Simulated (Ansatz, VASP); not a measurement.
**GaP: VASP beside Ansatz**

Contents of INCAR:

```
SYSTEM = GaP
ALGO = Normal ; EDIFF = 1E-6
ENCUT = 500 ; GGA_COMPAT = .False.
ISIF = 2 ; ISMEAR = 0
LASPH = .True. ; LCHARG = .False.
LREAL = .False. ; LWAVE = .False.
NBANDS = 16 ; NELM = 120
PREC = Accurate ; SIGMA = 0.01
```

The input KPOINTS:

```
k-points
0
Gamma
  8 8 8
  0 0 0
```

POSCAR

```
GaP
1.0
    0.0000000000      2.6956512308      2.6956512308
    2.6956512308      0.0000000000      2.6956512308
    2.6956512308      2.6956512308      0.0000000000
Ga P
1 1
Direct
    0.0000000000      0.0000000000      0.0000000000
    0.2500000000      0.2500000000      0.2500000000
```

Input for Ansatz:

```yaml
crystal:
  lattice:
    - [0.0, 2.6956512308, 2.6956512308]
    - [2.6956512308, 0.0, 2.6956512308]
    - [2.6956512308, 2.6956512308, 0.0]
  atoms:
    - { symbol: Ga, position: [0.0, 0.0, 0.0] }
    - { symbol: P, position: [0.25, 0.25, 0.25] }
basis:
  ecutwfc: 420
kpoints:
  mp_grid: { grid: [8, 8, 8] }
  band_path:
    path:
      - [0.0, 0.0, 0.0]
      - [0.0, 0.0, 0.0]
      - [0.4293209257, 0.4293209257, 0.0]
      - [0.5, 0.5, 0.5]
      - [0.0051483146, 0.0051483146, 0.0]
      - [-0.0051483146, -0.0051483146, 0.0]
      - [0.0059447617, 0.0059447617, 0.0059447617]
      - [-0.0059447617, -0.0059447617, -0.0059447617]
      - [0.0051483146, 0.0051483146, 0.0]
      - [-0.0051483146, -0.0051483146, 0.0]
      - [0.4344692403, 0.4344692403, 0.0]
      - [0.4241726111, 0.4241726111, 0.0]
      - [0.4293209257, 0.4344692403, 0.0051483146]
      - [0.4293209257, 0.4241726111, -0.0051483146]
      - [0.5059447617, 0.5059447617, 0.5059447617]
      - [0.4940552383, 0.4940552383, 0.4940552383]
      - [0.4963595918, 0.5036404082, 0.5]
      - [0.5036404082, 0.4963595918, 0.5]
    npoints: 1
hamiltonian:
  xc: lda
  pseudopotentials: { kind: paw }
scf:
  occupations: { method: fixed }
  n_extra_bands: 5
output:
  forces: true
  stress: true
  eigenvalues: true
```

Alike in both runs: task single point; functional LDA; k mesh 8 × 8 × 8; no spin polarisation.

|  | VASP | Ansatz |
| --- | --- | --- |
| version | VASP 6.6.1 | Ansatz 0.2.0 |
| potentials or method | VASP PAW LDA potentials, release 64 (Ga_d, P), cutoff 500 eV | scalar-relativistic, plane waves, PAW |
| occupations | gaussian, width 0.01 eV | fixed |
| valence electrons in the cell | 18 | 18 |

VASP gave:

| Quantity | Value |
| --- | --- |
| gap on the k mesh at the Fermi level (eV) | 1.43 |
| least direct gap on the mesh (eV) | 1.91 |
| pressure (GPa) | 0.1 |

Problem. Estimate Ansatz's values.

Solution. gap on the k mesh at the Fermi level (eV): 1.43; least direct gap on the mesh (eV): 1.88; pressure (GPa): 0.0.

LDA's correlation is that of Perdew and Zunger in VASP and of Perdew and Wang (1992) in Ansatz.
